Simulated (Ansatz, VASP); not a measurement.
## Nb2B: VASP beside Ansatz

```
CELL_PARAMETERS angstrom
1.63961 0.94663 4.85826
-1.63961 0.94663 4.85826
0.00000 -1.89326 4.85826
ATOMIC_POSITIONS crystal
Nb 0.24930 0.24930 0.24930
Nb 0.75070 0.75070 0.75070
B 0.50000 0.50000 0.50000
```

Change from the starting cell: species swapped into the Lu2C type (R-3m, No. 166).

Alike in both runs: functional PBE; k mesh 6 × 6 × 6; occupations gaussian, width 0.1 eV; no spin polarisation.

Ansatz relaxed the structure, and its values are those at the end. VASP's run is a single point on that final structure, the one shown.

|  | VASP | Ansatz |
| --- | --- | --- |
| version | VASP 6.6.1 | Ansatz 0.2.0 |
| potentials or method | VASP PAW PBE potentials, release 64 (Nb_sv, B), cutoff 520 eV | scalar-relativistic, plane waves, PAW |
| valence electrons in the cell | 29 | 29 |

```csv
,VASP,Ansatz,Ansatz less VASP
gap on the k mesh at the Fermi level (eV),none,none,-
pressure (GPa),-0.3,0.0,+0.29
rms of the force components (eV/Å),0.008,0.003,-0.0044
```

A gap of «none» marks a metal or a gap that the smearing closes.

The k mesh is coarse, so the values compare programs but aren't converged.
